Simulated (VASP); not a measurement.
Set up this calculation in VASP 6.6.1, as the native input.

* Task: relaxation of cell and atoms
* Functional: PBEsol
* Potentials or basis: VASP PAW PBE potentials, release 64 (C)
* Cutoff: 600 eV
* k mesh: 22 × 22 × 22
* Occupations: fermi-dirac, width 0.1 eV
* Spin: no spin polarisation
* Dipole correction: no
* Further INCAR settings: ALGO = Normal; EDIFF = 1e-07; IBRION = 2; EDIFFG = -0.002; NSW = 100; ISIF = 3

The structure of C lies in POSCAR:

```
C
1.0
    0.0000000000      1.7833700000      1.7833700000
    1.7833700000      0.0000000000      1.7833700000
    1.7833700000      1.7833700000      0.0000000000
C
2
Direct
    0.5000000000      0.5000000000      0.5000000000
    0.7500000000      0.7500000000      0.7500000000
```

The input as run:

INCAR

```
  ALGO = Normal
  EDIFF = 1E-7
  EDIFFG = -0.002
  ENCUT = 600
  GGA = PS
  IBRION = 2
  ISIF = 3
  ISMEAR = -1
  LASPH = T
  LCHARG = F
  LREAL = F
  LWAVE = F
  NELM = 60
  NSW = 100
  PREC = Accurate
  SIGMA = 0.1
```

KPOINTS

```
k-points
0
Gamma
  22 22 22
```

Potentials or basis: VASP PAW PBE potentials, release 64 (C).

Launch:

```sh
$ cat potpaw_PBE.64/C/POTCAR > POTCAR
$ mpirun -np 1 vasp_std > vasp.out
```

It gave:

```yaml
Relaxed_volume: 5.62 Å³/atom
Relaxed_cell: a = 2.514 Å, b = 2.514 Å, c = 2.514 Å, α = 60.00°, β = 60.00°, γ = 60.00°
Space_group_after_relaxing_to_0.05_Å: Fd-3m (No. 227)
Energy_gained_by_relaxing: 0.8 meV/atom
Ionic_steps: 3
Pressure_after_relaxing: 0.0 GPa
Band_gap_on_the_k_mesh: 4.03 eV, indirect (least direct gap 5.57 eV)
```

Caveat: the PAW data sets were made with another functional, which shifts forces and pressure a little.

It took 26 s on 1 thread of Intel(R) Xeon(R) 6975P-C (Granite Rapids), with other jobs on the host, peak memory 0.13 GiB.
